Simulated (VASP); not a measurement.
# Au (Fm-3m) in VASP: a series of runs

Runs on Au. Level: HSE06. Tasks: single point.

All numbers are computed with VASP 6.6.1; they aren't measurements. Logs are shortened: lines on timing, memory, paths and dates and some standing lists are left out, and cuts for length are marked.

## Step 1: The cell of the first run

Symmetry: Fm-3m, No. 225, cubic system. The conventional cell has a = 3.987 Å, b = 3.987 Å, c = 3.987 Å, α = 90.00°, β = 90.00°, γ = 90.00°. Within 3.7 Å of Au (site symmetry m-3m) lie 12 Au at 2.82 Å.

## Step 2: Single point, HSE06

Contents of POSCAR:

```
Au
1.0
    0.0000000000      1.9934577312      1.9934577312
    1.9934577312      0.0000000000      1.9934577312
    1.9934577312      1.9934577312      0.0000000000
Au
1
Direct
    0.0000000000      0.0000000000      0.0000000000
```

Contents of INCAR.step1:

```
SYSTEM = Au
PREC     = Accurate       ! precision mode
ENCUT    = 520            ! plane-wave cutoff, eV
EDIFF    = 1E-5           ! SCF threshold, eV
ISMEAR   = -1             ! smearing method
SIGMA    = 0.05           ! smearing width, eV
LREAL    = .False.        ! projectors in reciprocal space
LASPH    = .True.         ! aspherical terms in the spheres
NELM     = 100            ! most SCF steps
ALGO     = Normal         ! electronic algorithm
ISIF     = 2              ! what is computed and relaxed
LWAVE    = .True.         ! write WAVECAR
GGA      = PE             ! functional
NBANDS   = 12             ! bands
```

Contents of INCAR.step2:

```
SYSTEM = Au
PREC     = Accurate       ! precision mode
ENCUT    = 520            ! plane-wave cutoff, eV
EDIFF    = 1E-6           ! SCF threshold, eV
ISMEAR   = -1             ! smearing method
SIGMA    = 0.05           ! smearing width, eV
LREAL    = .False.        ! projectors in reciprocal space
LASPH    = .True.         ! aspherical terms in the spheres
NELM     = 100            ! most SCF steps
ALGO     = Normal         ! electronic algorithm
ISIF     = 2              ! what is computed and relaxed
LWAVE    = .False.        ! write WAVECAR
LCHARG   = .True.         ! write CHGCAR
GGA      = PE             ! functional
LHFCALC  = .True.         ! exact exchange
HFSCREEN = 0.2079         ! screening, 1/A
PRECFOCK = Normal       
LELF     = .True.         ! ELF
LVHAR    = .True.       
ISTART   = 1            
NBANDS   = 12             ! bands
```

Contents of KPOINTS:

```
regular mesh
0
Gamma
  6 6 6
  0 0 0
```

Potentials or basis: VASP PAW PBE potentials, release 64 (Au).

Started as:

```
$ cat potpaw_PBE.64/Au/POTCAR > POTCAR
$ cp INCAR.step1 INCAR
$ mpirun -np 1 vasp_std > vasp.out
$ cp INCAR.step2 INCAR
$ mpirun -np 1 vasp_std > vasp.out
```

OUTCAR:

```text
SYSTEM = Au
   PREC = Accurate
   ENCUT = 520
   EDIFF = 1E-6
   ISMEAR = -1
   LREAL = .False.
   LASPH = .True.
   NELM = 100
   ISIF = 2
   GGA = PE
   LHFCALC = .True.
   HFSCREEN = 0.2079
   PRECFOCK = Normal
   ISTART = 1

 ion  position               nearest neighbor table
   1  0.000  0.000  0.000-

  LATTYP: Found a face centered cubic cell.
 ALAT       =     3.9869154624

  Lattice vectors:

 A1 = (   0.0000000000,   1.9934577312,   1.9934577312)
 A2 = (   1.9934577312,   0.0000000000,   1.9934577312)
 A3 = (   1.9934577312,   1.9934577312,   0.0000000000)

Analysis of symmetry for initial positions (statically):
=====================================================================
 Subroutine PRICEL returns:
 Original cell was already a primitive cell.

 Routine SETGRP: Setting up the symmetry group for a
 face centered cubic supercell.

 Subroutine GETGRP returns: Found 48 space group operations
 (whereof 48 operations were pure point group operations)
 out of a pool of 48 trial point group operations.

The static configuration has the point symmetry O_h .

Analysis of symmetry for dynamics (positions and initial velocities):
=====================================================================
 Subroutine PRICEL returns:
 Original cell was already a primitive cell.

 Routine SETGRP: Setting up the symmetry group for a
 face centered cubic supercell.

 Subroutine GETGRP returns: Found 48 space group operations
 (whereof 48 operations were pure point group operations)
 out of a pool of 48 trial point group operations.

The dynamic configuration has the point symmetry O_h .

 Subroutine INISYM returns: Found 48 space group operations
 (whereof 48 operations are pure point group operations),
 and found     1 'primitive' translations

----------------------------------------------------------------------------------------

                                     Primitive cell

  volume of cell :      15.8435

  direct lattice vectors                    reciprocal lattice vectors
     0.000000000  1.993457731  1.993457731    -0.250820467  0.250820467  0.250820467
     1.993457731  0.000000000  1.993457731     0.250820467 -0.250820467  0.250820467
     1.993457731  1.993457731  0.000000000     0.250820467  0.250820467 -0.250820467

  length of vectors
     2.819174959  2.819174959  2.819174959     0.434433793  0.434433793  0.434433793

  position of ions in fractional coordinates (direct lattice)
     0.000000000  0.000000000  0.000000000

  ion indices of the primitive-cell ions
   primitive index   ion index
                 1           1

----------------------------------------------------------------------------------------

 KPOINTS: regular mesh

Automatic generation of k-mesh.
 Grid dimensions read from file:
 generate k-points for:    6    6    6

 Generating k-lattice:

  Cartesian coordinates                     Fractional coordinates (reciprocal lattice)
    -0.041803411  0.041803411  0.041803411     0.166666667  0.000000000  0.000000000
     0.041803411 -0.041803411  0.041803411     0.000000000  0.166666667  0.000000000
     0.041803411  0.041803411 -0.041803411     0.000000000  0.000000000  0.166666667

  Length of vectors
     0.072405632  0.072405632  0.072405632

  Shift w.r.t. Gamma in fractional coordinates (k-lattice)
     0.000000000  0.000000000  0.000000000

 Subroutine IBZKPT returns following result:
 ===========================================

 Found     16 irreducible k-points:

 Following reciprocal coordinates:
            Coordinates               Weight
  0.000000  0.000000  0.000000      1.000000
  0.166667  0.000000  0.000000      8.000000
  0.333333  0.000000  0.000000      8.000000
  0.500000  0.000000  0.000000      4.000000
  0.166667  0.166667  0.000000      6.000000
  0.333333  0.166667  0.000000     24.000000
[... 8 lines left out ...]
 -0.333333  0.333333  0.166667     24.000000
 -0.333333  0.500000  0.166667     12.000000
   k-points           NKPTS =     16   k-points in BZ     NKDIM =    216   number of bands    NBANDS=     12
   number of dos      NEDOS =    301   number of ions     NIONS =      1
   total plane-waves  NPLWV =  13824
   dimension x,y,z NGX =    24 NGY =   24 NGZ =   24
   dimension x,y,z NGXF=    48 NGYF=   48 NGZF=   48
   ions per type =               1
   NGX,Y,Z   is equivalent  to a cutoff of  14.15, 14.15, 14.15 a.u.
   NGXF,Y,Z  is equivalent  to a cutoff of  28.31, 28.31, 28.31 a.u.
 SYSTEM =  Au
   PREC   = accura    normal or accurate (medium, high low for compatibility)
   ISTART =      1    job   : 0-new  1-cont  2-samecut
   ICHARG =      0    charge: 1-file 2-atom 10-const
   ISPIN  =      1    spin polarized calculation?
   LNONCOLLINEAR =      F non collinear calculations
   LSORBIT =      F    spin-orbit coupling
   LASPH  =      T    aspherical Exc in radial PAW
   ENCUT  =  520.0 eV  38.22 Ry    6.18 a.u.   5.24  5.24  5.24*2*pi/ulx,y,z
   NELM   =    100;   NELMIN=  2; NELMDL=  0     # of ELM steps
   EDIFF  = 0.1E-05   stopping-criterion for ELM
   LREAL  =      F    real-space projection
   EDIFFG = 0.1E-04   stopping-criterion for IOM
   NSW    =      0    number of steps for IOM
   IBRION =     -1    ionic relax: 0-MD 1-quasi-New 2-CG
   NFREE  =      0    steps in history (QN), initial steepest desc. (CG)
   ISIF   =      2    stress and relaxation
   ISYM   =      3    0-nonsym 1-usesym 2-fastsym
   POTIM  = 0.5000    time-step for ionic-motion
   TEBEG  =    0.0;   TEEND  =   0.0 temperature during run
   PSTRESS=    0.0 pullay stress
   NELECT =      11.0000    total number of electrons
   NUPDOWN=      -1.0000    fix difference up-down
   EMIN   =  10.00;   EMAX   =-10.00  energy-range for DOS
   EFERMI =   0.00;   METHOD = LEGACY
   ISMEAR =    -1;   SIGMA  =   0.05  broadening in eV -4-tet -1-fermi 0-gaus
   EFERMI_NEDOS =   21; number of points for ismear=-14 and -15
   IALGO  =     38    algorithm
   IMIX   =      1    mixing-type and parameters
     AMIX     =   0.40;   BMIX     =  1.00
     AMIX_MAG =   1.60;   BMIX_MAG =  1.00
  volume/ion in A,a.u.               =      15.84       106.92
  Fermi-wavevector in a.u.,A,eV,Ry     =   1.449624  2.739392 28.591414  2.101410
  Thomas-Fermi vector in A             =   2.567329
   LORBIT       =      0    0 simple, 1 ext, 2 COOP (PROOUT), +10 PAW based schemes
   GGA     = PE    functional components
   LHFCALC =     T    Hartree Fock is set to
   PRECFOCK=normal    Normal, Fast or Accurate (Low or Medium for compatibility)
   ENCUT4O =  -1.0   cutoff for four orbital integrals eV
   NKREDX  =     1    reduce k-point grid by
   NKREDY  =     1    reduce k-point grid by
   NKREDZ  =     1    reduce k-point grid by
   AEXX    =    0.2500 exact exchange contribution
   HFSCREEN=    0.2079 screening length (either q_TF or 0.3 A-1)
   HFSCREENC=   0.2079 screening length for correlation (either q_TF or 0.3 A-1)
   ENCUTFOCK=  -1.0 apply spherical cutoff to Coloumb kernel
   IVDW    =     0    specifies the selected vdW correction
   LEPSILON=     F    determine dielectric tensor
   LRPA    =     F    only Hartree local field effects (RPA)
 non-spin polarized calculation
  energy-cutoff  :      520.00
  volume of cell :       15.84
 maximum number of plane-waves:       444
 NGX is ok and might be reduce to    24
  NGX = 16; NGY = 16; NGZ = 16

 number of electron      11.0000002 magnetization

 Free energy of the ion-electron system (eV)
  ---------------------------------------------------
  ext. energy  EPLUGINS =         0.00000000
  ---------------------------------------------------
  free energy    TOTEN  =        -3.22487819 eV

  energy without entropy =       -3.21747041  energy(sigma->0) =       -3.22117430

 E-fermi :  10.3008     XC(G=0): -10.7072

 val. band max:       10.2751411242   @ k =   0.5000   0.3333   0.1667
 cond. band min:      11.1373552132   @ k =   0.5000   0.1667   0.0000
 fundamental gap:      0.8622140890
 Fermi energy:        10.3008226670

 k-point     1 :       0.0000    0.0000    0.0000
  band No.  band energies     occupation
      1      -1.2587      2.00000
      2       4.2299      2.00000
      3       4.2299      2.00000
      4       4.2299      2.00000
      5       6.0228      2.00000
      6       6.0228      2.00000
      7      25.9142      0.00000
      8      30.5328      0.00000
      9      30.5328      0.00000
     10      30.5328      0.00000
     11      35.5948      0.00000
     12      41.5013      0.00000

 k-point     2 :       0.1667    0.0000    0.0000
  band No.  band energies     occupation
      1      -0.1762      2.00000
      2       3.9895      2.00000
      3       4.5265      2.00000
      4       4.5265      2.00000
      5       5.9695      2.00000
      6       5.9695      2.00000
      7      26.1997      0.00000
      8      27.1853      0.00000
      9      31.8352      0.00000
     10      31.8352      0.00000
     11      35.0859      0.00000
     12      37.6205      0.00000

 k-point     3 :       0.3333    0.0000    0.0000
  band No.  band energies     occupation
      1       1.2770      2.00000
      2       4.3951      2.00000
      3       4.3951      2.00000
      4       5.4747      2.00000
      5       6.8323      2.00000
      6       6.8323      2.00000
      7      19.7190      0.00000
      8      26.3627      0.00000
      9      31.5015      0.00000
     10      31.5015      0.00000
     11      35.7350      0.00000
     12      36.0520      0.00000

 k-point     4 :       0.5000    0.0000    0.0000
  band No.  band energies     occupation
      1       1.2877      2.00000
      2       4.1637      2.00000
      3       4.1637      2.00000
      4       7.5837      2.00000
      5       7.5837      2.00000
      6       9.0431      2.00000
      7      14.5822      0.00000
      8      25.3241      0.00000
      9      29.4678      0.00000
     10      29.4678      0.00000
     11      37.9336      0.00000
     12      37.9336      0.00000

 k-point     5 :       0.1667    0.1667    0.0000
  band No.  band energies     occupation
      1       0.2024      2.00000
      2       3.5159      2.00000
      3       4.9354      2.00000
      4       4.9354      2.00000
      5       5.3258      2.00000
      6       6.3580      2.00000
      7      27.6706      0.00000
      8      28.3890      0.00000
      9      29.4187      0.00000
     10      29.4187      0.00000
     11      35.4183      0.00000
     12      37.4159      0.00000
[... 108 lines left out ...]
      1       1.4078      2.00000
      2       1.7602      2.00000
      3       7.4645      2.00000
      4       8.0344      2.00000
      5       8.0344      2.00000
      6      11.4961      0.00000
      7      17.8663      0.00000
      8      21.6514      0.00000
      9      21.6514      0.00000
     10      29.7198      0.00000
     11      32.6256      0.00000
     12      40.0994      0.00000

 k-point    14 :       0.5000    0.3333    0.1667
  band No.  band energies     occupation
      1       2.8607      2.00000
      2       2.9878      2.00000
      3       3.9527      2.00000
      4       6.2790      2.00000
      5       6.7343      2.00000
      6      10.2751      1.25131
      7      20.4549      0.00000
      8      22.2229      0.00000
      9      25.5340      0.00000
     10      32.7375      0.00000
     11      32.8366      0.00000
     12      38.5448      0.00000

 k-point    15 :      -0.3333    0.3333    0.1667
  band No.  band energies     occupation
      1       3.0401      2.00000
      2       3.0516      2.00000
      3       4.2162      2.00000
      4       5.7587      2.00000
      5       7.4993      2.00000
      6      14.8241      0.00000
      7      15.1646      0.00000
      8      21.8076      0.00000
      9      23.5994      0.00000
     10      31.5023      0.00000
     11      35.7891      0.00000
     12      40.9375      0.00000

 k-point    16 :      -0.3333    0.5000    0.1667
  band No.  band energies     occupation
      1       2.2701      2.00000
      2       2.6410      2.00000
      3       5.1891      2.00000
      4       6.4022      2.00000
      5       8.0295      2.00000
      6      15.2674      0.00000
      7      16.8560      0.00000
      8      19.7942      0.00000
      9      21.2601      0.00000
     10      33.5485      0.00000
     11      34.3970      0.00000
     12      37.3622      0.00000

------------------------ aborting loop because EDIFF is reached ----------------------------------------

  FORCE on cell =-STRESS in cart. coord.  units (eV):
  Direction    XX          YY          ZZ          XY          YZ          ZX
  --------------------------------------------------------------------------------------
  -------------------------------------------------------------------------------------
  Total        2.2348450      2.2348450      2.2348450      0.0000000      0.0000000      0.0000000
  in kB      225.9991975    225.9991975    225.9991975      0.0000000      0.0000000      0.0000000
  external PRESSURE =     225.9991975 kB  Pullay stress =       0.0000000 kB

 VOLUME and BASIS-vectors are now :
 -----------------------------------------------------------------------------
  energy-cutoff  :      520.00
  volume of cell :       15.84
      direct lattice vectors                 reciprocal lattice vectors
     0.000000000  1.993457731  1.993457731    -0.250820467  0.250820467  0.250820467
     1.993457731  0.000000000  1.993457731     0.250820467 -0.250820467  0.250820467
     1.993457731  1.993457731  0.000000000     0.250820467  0.250820467 -0.250820467

 POSITION                                       TOTAL-FORCE (eV/Angst)
 -----------------------------------------------------------------------------------
      0.00000      0.00000      0.00000         0.000000      0.000000      0.000000
 -----------------------------------------------------------------------------------
    total drift:                               -0.000000     -0.000000     -0.000000

  FREE ENERGIE OF THE ION-ELECTRON SYSTEM (eV)
  ---------------------------------------------------
  free  energy   TOTEN  =        -3.2248781937 eV

  energy  without entropy=       -3.2174704059  energy(sigma->0) =       -3.22117430
```

It took 3.7 min on 1 thread of Intel Xeon 6975P-C (Granite Rapids), shared host; peak memory 0.24 GiB.

What came out:

| Quantity | Value |
| --- | --- |
| Free energy | -3.2249 eV |
| Pressure | 22.6 GPa |
| Band gap on the k mesh | zero (an odd number of electrons rules out a gap without spin polarisation) |

Caveat: the k points lie up to 0.45 Å⁻¹ apart, too coarse for converged energies and pressures of a metal; the PAW data sets were made with another functional, which shifts forces and pressure a little; spin-orbit coupling is left out, which moves the levels of the heavy elements.

[end of part 1 of 2]

The gap in the log of VASP goes by the Fermi energy; the results here count the filled bands.